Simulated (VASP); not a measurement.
# Be4CuSi (F-43m) in VASP: further runs

The runs below take Be4CuSi through single point, with PBE.

Program: VASP 6.6.1. These are calculated values, not measurements. Logs are shortened: lines on timing, memory, paths and dates and some standing lists are left out, and cuts for length are marked.

## 1. The cell of the first run

The structure is cubic, space group F-43m (No. 216). Conventional cell: a = 6.278 Å, b = 6.278 Å, c = 6.278 Å, α = 90.00°, β = 90.00°, γ = 90.00°. Within 2.9 Å of Be (site symmetry 3m) lie 6 Be at 2.22 Å and 3 Si at 2.60 Å and 3 Cu at 2.60 Å. Si (site symmetry -43m) has 12 Be at 2.60 Å and 4 Cu at 2.72 Å within 3.4 Å. Cu (site symmetry -43m) has 12 Be at 2.60 Å and 4 Si at 2.72 Å within 3.4 Å.

## 2. Single point, PBE

INCAR

```
SYSTEM = Be4CuSi
ALGO = Normal
EDIFF = 1E-7
ENCUT = 520
GGA = PE
ISIF = 2
ISMEAR = -1
LASPH = .True.
LCHARG = .False.
LREAL = .False.
LWAVE = .False.
NBANDS = 20
NELM = 60
PREC = Accurate
SIGMA = 0.05
```

KPOINTS

```
k-points
0
Gamma
  7 7 7
  0 0 0
```

POSCAR

```
Be4CuSi
1.0
    0.0000000000      3.1387689206      3.1387689206
    3.1387689206      0.0000000000      3.1387689206
    3.1387689206      3.1387689206      0.0000000000
Be Si Cu
4 1 1
Direct
    0.3749810000      0.3749810000      0.3749810000
    0.8750560000      0.3749810000      0.3749810000
    0.3749810000      0.3749810000      0.8750560000
    0.3749810000      0.8750560000      0.3749810000
    0.0000000000      0.0000000000      0.0000000000
    0.7500000000      0.7500000000      0.7500000000
```

Potentials or basis: VASP PAW PBE potentials, release 64 (Be, Si, Cu).

Run with:

```bash
$ cat potpaw_PBE.64/Be/POTCAR potpaw_PBE.64/Si/POTCAR potpaw_PBE.64/Cu/POTCAR > POTCAR
$ mpirun -np 1 vasp_std > vasp.out
```

OUTCAR:

```text
SYSTEM = Be4CuSi
   EDIFF = 1E-7
   ENCUT = 520
   GGA = PE
   ISIF = 2
   ISMEAR = -1
   LASPH = .True.
   LREAL = .False.
   NELM = 60
   PREC = Accurate

 ion  position               nearest neighbor table
   1  0.375  0.375  0.375-   2 2.22   3 2.22   4 2.22   2 2.22   4 2.22   3 2.22   5 2.60   5 2.60
                             5 2.60
   2  0.875  0.375  0.375-   1 2.22   3 2.22   4 2.22   4 2.22   3 2.22   1 2.22   5 2.60   5 2.60
                             5 2.60
   3  0.375  0.375  0.875-   1 2.22   2 2.22   4 2.22   4 2.22   2 2.22   1 2.22   5 2.60   5 2.60
                             5 2.60
   4  0.375  0.875  0.375-   1 2.22   2 2.22   3 2.22   2 2.22   3 2.22   1 2.22   5 2.60   5 2.60
                             5 2.60
   5  0.000  0.000  0.000-   2 2.60   3 2.60   4 2.60   1 2.60   1 2.60   1 2.60   2 2.60   2 2.60
                             3 2.60   4 2.60   3 2.60   4 2.60   6 2.72   6 2.72   6 2.72   6 2.72
   6  0.750  0.750  0.750-   5 2.72   5 2.72   5 2.72   5 2.72

  LATTYP: Found a face centered cubic cell.
 ALAT       =     6.2775378412

  Lattice vectors:

 A1 = (   0.0000000000,   3.1387689206,   3.1387689206)
 A2 = (   3.1387689206,   0.0000000000,   3.1387689206)
 A3 = (   3.1387689206,   3.1387689206,   0.0000000000)

Analysis of symmetry for initial positions (statically):
=====================================================================
 Subroutine PRICEL returns:
 Original cell was already a primitive cell.

 Routine SETGRP: Setting up the symmetry group for a
 face centered cubic supercell.

 Subroutine GETGRP returns: Found 24 space group operations
 (whereof 24 operations were pure point group operations)
 out of a pool of 48 trial point group operations.

The static configuration has the point symmetry T_d .

Analysis of symmetry for dynamics (positions and initial velocities):
=====================================================================
 Subroutine PRICEL returns:
 Original cell was already a primitive cell.

 Routine SETGRP: Setting up the symmetry group for a
 face centered cubic supercell.

 Subroutine GETGRP returns: Found 24 space group operations
 (whereof 24 operations were pure point group operations)
 out of a pool of 48 trial point group operations.

The dynamic configuration has the point symmetry T_d .

 Subroutine INISYM returns: Found 24 space group operations
 (whereof 24 operations are pure point group operations),
 and found     1 'primitive' translations

----------------------------------------------------------------------------------------

                                     Primitive cell

  volume of cell :      61.8455
[... 98 lines left out ...]
   ISIF   =      2    stress and relaxation
   ISYM   =      2    0-nonsym 1-usesym 2-fastsym
   POTIM  = 0.5000    time-step for ionic-motion
   TEBEG  =    0.0;   TEEND  =   0.0 temperature during run
   PSTRESS=    0.0 pullay stress
   NELECT =      23.0000    total number of electrons
   NUPDOWN=      -1.0000    fix difference up-down
   EMIN   =  10.00;   EMAX   =-10.00  energy-range for DOS
   EFERMI =   0.00;   METHOD = LEGACY
   ISMEAR =    -1;   SIGMA  =   0.05  broadening in eV -4-tet -1-fermi 0-gaus
   EFERMI_NEDOS =   21; number of points for ismear=-14 and -15
   IALGO  =     38    algorithm
   IMIX   =      4    mixing-type and parameters
     AMIX     =   0.40;   BMIX     =  1.00
     AMIX_MAG =   1.60;   BMIX_MAG =  1.00
  volume/ion in A,a.u.               =      10.31        69.56
  Fermi-wavevector in a.u.,A,eV,Ry     =   1.177285  2.224745 18.857659  1.385999
  Thomas-Fermi vector in A             =   2.313634
   LORBIT       =      0    0 simple, 1 ext, 2 COOP (PROOUT), +10 PAW based schemes
   GGA     = PE    functional components
   LHFCALC =     F    Hartree Fock is set to
   AEXX    =    0.0000 exact exchange contribution
   IVDW    =     0    specifies the selected vdW correction
   LEPSILON=     F    determine dielectric tensor
   LRPA    =     F    only Hartree local field effects (RPA)
 non-spin polarized calculation
  energy-cutoff  :      520.00
  volume of cell :       61.85
 maximum number of plane-waves:      1687
 NGX is ok and might be reduce to    36
   NGX = 17   NGY = 17   NGZ = 17

 number of electron      22.9999988 magnetization

 Free energy of the ion-electron system (eV)
  ---------------------------------------------------
  ext. energy  EPLUGINS =         0.00000000
  ---------------------------------------------------
  free energy    TOTEN  =       -23.36691489 eV

  energy without entropy =      -23.33979353  energy(sigma->0) =      -23.35335421

 E-fermi :   7.7413     XC(G=0): -10.9385

 val. band max:        7.7296087712   @ k =   0.1429   0.1429   0.0000
 cond. band min:       7.7684400330   @ k =   0.4286   0.1429   0.0000
 fundamental gap:      0.0388312618
 Fermi energy:         7.7412790014

 k-point     1 :       0.0000    0.0000    0.0000
  band No.  band energies     occupation
      1      -4.3615      2.00000
      2       2.7158      2.00000
      3       2.7158      2.00000
      4       2.7158      2.00000
      5       3.4580      2.00000
      6       3.4580      2.00000
[... 449 lines left out ...]
     19      14.8163      0.00000
     20      15.6211      0.00000

------------------------ aborting loop because EDIFF is reached ----------------------------------------

  FORCE on cell =-STRESS in cart. coord.  units (eV):
  Direction    XX          YY          ZZ          XY          YZ          ZX
  --------------------------------------------------------------------------------------
  -------------------------------------------------------------------------------------
  Total       -3.2296996     -3.2296996     -3.2296996     -0.0000000      0.0000000      0.0000000
  in kB      -83.6690201    -83.6690201    -83.6690201     -0.0000000      0.0000000      0.0000000
  external PRESSURE =     -83.6690201 kB  Pullay stress =       0.0000000 kB

 VOLUME and BASIS-vectors are now :
 -----------------------------------------------------------------------------
  energy-cutoff  :      520.00
  volume of cell :       61.85
      direct lattice vectors                 reciprocal lattice vectors
     0.000000000  3.138768921  3.138768921    -0.159298124  0.159298124  0.159298124
     3.138768921  0.000000000  3.138768921     0.159298124 -0.159298124  0.159298124
     3.138768921  3.138768921  0.000000000     0.159298124  0.159298124 -0.159298124

 POSITION                                       TOTAL-FORCE (eV/Angst)
 -----------------------------------------------------------------------------------
      2.35396      2.35396      2.35396         0.018770      0.018770      0.018770
      2.35396      3.92358      3.92358         0.018770     -0.018770     -0.018770
      3.92358      3.92358      2.35396        -0.018770     -0.018770      0.018770
      3.92358      2.35396      3.92358        -0.018770      0.018770     -0.018770
      0.00000      0.00000      0.00000         0.000000      0.000000      0.000000
      4.70815      4.70815      4.70815         0.000000      0.000000      0.000000
 -----------------------------------------------------------------------------------
    total drift:                               -0.000130     -0.000130     -0.000129

  FREE ENERGIE OF THE ION-ELECTRON SYSTEM (eV)
  ---------------------------------------------------
  free  energy   TOTEN  =       -23.3669148919 eV

  energy  without entropy=      -23.3397935326  energy(sigma->0) =      -23.35335421
```

OSZICAR:

```text
N       E                     dE             d eps       ncg     rms          rms(c)
DAV:   1     0.917412742635E+02    0.91741E+02   -0.92052E+03   808   0.116E+03
DAV:   2    -0.216775722222E+02   -0.11342E+03   -0.10663E+03   812   0.248E+02
DAV:   3    -0.292699476817E+02   -0.75924E+01   -0.72475E+01  1100   0.683E+01
DAV:   4    -0.294873971206E+02   -0.21745E+00   -0.21521E+00  1052   0.105E+01
[... 10 lines left out ...]
DAV:  15    -0.233669189713E+02    0.14127E-03   -0.30815E-04  1092   0.519E-01    0.227E-02
DAV:  16    -0.233669160125E+02    0.29588E-05   -0.55038E-05  1252   0.101E-01    0.855E-03
DAV:  17    -0.233669152686E+02    0.74395E-06   -0.83335E-06  1008   0.905E-02    0.481E-03
DAV:  18    -0.233669149055E+02    0.36305E-06   -0.11858E-06  1156   0.264E-02    0.147E-03
DAV:  19    -0.233669148919E+02    0.13640E-07   -0.34478E-08   524   0.399E-03
   1 F= -.23366915E+02 E0= -.23353354E+02  d E =-.271214E-01
```

stdout:

```text
POSCAR found type information on POSCAR BeSiCu
 POSCAR found :  3 types and       6 ions
 scaLAPACK will be used
 LDA part: xc-table for (Slater+PW92), standard interpolation
 POSCAR, INCAR and KPOINTS ok, starting setup
 FFT: planning ... GRIDC
 FFT: planning ... GRID_SOFT
 FFT: planning ... GRID
 WAVECAR not read
 entering main loop
```

Run time: 27 s. Hardware: 1 thread of Intel Xeon Platinum 8488C (Sapphire Rapids), shared host; peak memory 0.2 GiB.

Results:

```
Free energy   : -23.3669 eV
Pressure      : -8.4 GPa
Largest force : 0.033 eV/Å
```

Forces in eV/Å, atoms in the order of the input:
```
Be   0.019  0.019  0.019
Be   0.019 -0.019 -0.019
Be  -0.019 -0.019  0.019
Be  -0.019  0.019 -0.019
Si   0.000  0.000  0.000
Cu   0.000  0.000  0.000
```

## 3. Single point, PBE

This run uses another cell than the first one, of 10.69 Å³/atom, 1.037 times its volume.

INCAR

```
SYSTEM = Be4CuSi
PREC     = Accurate       ! precision mode
ENCUT    = 520            ! plane-wave cutoff, eV
EDIFF    = 1E-6           ! SCF threshold, eV
ISMEAR   = -1             ! smearing method
SIGMA    = 0.05           ! smearing width, eV
LREAL    = .False.        ! projectors in reciprocal space
LASPH    = .True.         ! aspherical terms in the spheres
NELM     = 100            ! most SCF steps
ALGO     = Normal         ! electronic algorithm
ISIF     = 2              ! what is computed and relaxed
LWAVE    = .False.        ! write WAVECAR
LCHARG   = .False.        ! write CHGCAR
GGA      = PE             ! functional
NBANDS   = 20             ! bands
```

KPOINTS

```
regular mesh
0
Gamma
  7 7 7
  0 0 0
```

POSCAR: that of step 2 with these lines changed.

```diff
@@ -2,5 +2,5 @@
 1.0
-    0.0000000000      3.1387689206      3.1387689206
-    3.1387689206      0.0000000000      3.1387689206
-    3.1387689206      3.1387689206      0.0000000000
+    0.0000000000      3.1770503632      3.1770503632
+    3.1770503632      0.0000000000      3.1770503632
+    3.1770503632      3.1770503632      0.0000000000
 Be Si Cu
```

Potentials or basis: VASP PAW PBE potentials, release 64 (Be, Si, Cu).

Run with:

```bash
$ cat potpaw_PBE.64/Be/POTCAR potpaw_PBE.64/Si/POTCAR potpaw_PBE.64/Cu/POTCAR > POTCAR
$ mpirun -np 1 vasp_std > vasp.out
```

Run time: 22 s. Hardware: 1 thread of Intel Xeon Platinum 8488C (Sapphire Rapids), shared host; peak memory 0.21 GiB.

Results (log left out):

```yaml
Free_energy: -23.2278 eV
Pressure: -10.8 GPa
Largest_force: 0.030 eV/Å
```

Forces in eV/Å, atoms in the order of the input:
```
Be   0.017  0.017  0.017
Be   0.017 -0.017 -0.017
Be  -0.017 -0.017  0.017
Be  -0.017  0.017 -0.017
Si   0.000  0.000  0.000
Cu   0.000  0.000  0.000
```

Levels at points of the mesh, in eV from the Fermi level:
```
           k point  band 8  band 9  band 10  band 11  band 12  band 13  band 14  band 15  band 16  band 17
(0.00, 0.00, 0.00)   -2.10   -2.10    -2.10    -1.45    -0.17    -0.17    -0.17     1.40     1.40     3.69
```
